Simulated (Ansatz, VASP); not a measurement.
Ca in VASP and in Ansatz

Contents of POSCAR:

```
Ca
1.0
    3.5526951834      0.0000000000      0.0000000000
    0.0000000000      3.5526951834      0.0000000000
    0.0000000000      0.0000000000      3.5526951834
Ca
1
Direct
    0.0000000000      0.0000000000      0.0000000000
```

File INCAR.step1:

```
SYSTEM = Ca
PREC = Accurate ; ENCUT = 520
ISMEAR = -1 ; SIGMA = 0.1
LREAL = .False. ; LASPH = .True.
NELM = 100 ; NBANDS = 11
GGA = PE ; ALGO = Normal
EDIFF = 1E-4 ; LWAVE = .True.
LCHARG = .False.
```

INCAR.step2

```
SYSTEM = Ca
PREC = Accurate ; ENCUT = 520
EDIFF = 1E-6 ; ISMEAR = -1
SIGMA = 0.1 ; LREAL = .False.
LASPH = .True. ; NELM = 100
ALGO = Normal ; ISIF = 2
LWAVE = .False. ; LCHARG = .False.
METAGGA = R2SCAN ; LMIXTAU = .True.
NBANDS = 11 ; ISTART = 1
```

Contents of KPOINTS:

```
regular mesh
0
Gamma
  10 10 10
  0 0 0
```

Input for Ansatz:

```yaml
crystal:
  lattice:
    - [3.5526951834, 0.0, 0.0]
    - [0.0, 3.5526951834, 0.0]
    - [0.0, 0.0, 3.5526951834]
  atoms:
    - { symbol: Ca, position: [0.0, 0.0, 0.0] }
hamiltonian:
  xc: r2scan
  pseudopotentials:
    kind: paw
    azcp:
      Ca: "pseudopotentials/Ca.paw.azcp"
basis:
  ecutwfc: 500
  fft_grid_basis: typed
kpoints:
  mp_grid: { grid: [10, 10, 10], shift: [0, 0, 0] }
magnetization:
  spin_polarized: false
scf:
  occupations: { method: fermi_dirac, width: 0.1 }
  lower_state_search: "off"
output:
  stress: true
  write_density: true
  write_potential: true
  elf: true
  volumetric_format: npy
```

Alike in both runs: task single point; functional r2SCAN; k mesh 10 × 10 × 10; occupations fermi-dirac, width 0.1 eV; no spin polarisation.

|  | VASP | Ansatz |
| --- | --- | --- |
| version | VASP 6.6.1 | Ansatz 0.2.0 |
| potentials or method | VASP PAW PBE potentials, release 64 (Ca_sv), cutoff 520 eV | plane waves (500 eV) with PAW, scalar-relativistic |
| valence electrons in the cell | 10 | 10 |

```tsv
	VASP	Ansatz	Ansatz less VASP
pressure (GPa)	-0.5	-0.5	-0.02
```

VASP's potentials were made for PBE, not for r2SCAN.
